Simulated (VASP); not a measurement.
Here is a VASP 6.6.1 calculation.

File INCAR:

```
PREC = Accurate
ENCUT = 520
EDIFF = 1E-6
ISMEAR = -1
SIGMA = 0.15
LREAL = Auto
LASPH = True
NELM = 60
ALGO = Normal
ISIF = 2
LWAVE = False
LCHARG = False
GGA = PS
NBANDS = 40
```

Contents of KPOINTS:

```
regular mesh
0
Gamma
  3 3 3
```

POSCAR

```
Li
1.0
    6.9800000000      0.0000000000      0.0000000000
    0.0000000000      6.9800000000      0.0000000000
    0.0000000000      0.0000000000      6.9800000000
Li
17
Direct
   -0.0110624642     -0.0208156160     -0.0002273639
    0.4994757880      0.0062573066      0.0293320917
    0.0345389685      0.5473641834     -0.0571641834
    0.0294651862     -0.0731914040      0.5699932665
    0.2053444126      0.2349237822      0.2531346705
    0.4566084527      0.4814064470      0.0150855301
    0.4595853868     -0.0062901146      0.4966946991
    0.7907419771      0.3602054441      0.1297922636
   -0.0080790831      0.4877598854      0.5110180516
    0.2286273639      0.7374193410      0.2576530086
    0.2349320917      0.2340332378      0.7578720630
    0.4966001433      0.4609946991      0.4804613181
    0.7374196275      0.7353002865      0.2603371060
    0.7340382521      0.2349724928      0.7541786533
    0.3055802292      0.7361640401      0.7519232092
    0.7197319484      0.7318833811      0.7559719198
    0.7927714900      0.1164863897      0.3728123209
```

Potentials or basis: VASP PAW PBE potentials, release 64 (Li_sv).

Run with:

```console
$ cat potpaw_PBE.64/Li_sv/POTCAR > POTCAR
$ mpirun -np 1 vasp_std > vasp.out
```

(1) What does it give for the band gap on the k mesh?

(2) What does it give for the largest force?

Answers

(1) zero (an odd number of electrons rules out a gap without spin polarisation).

(2) 0.021 eV/Å.

Caveat: the PAW data sets were made with another functional, which shifts forces and pressure a little.
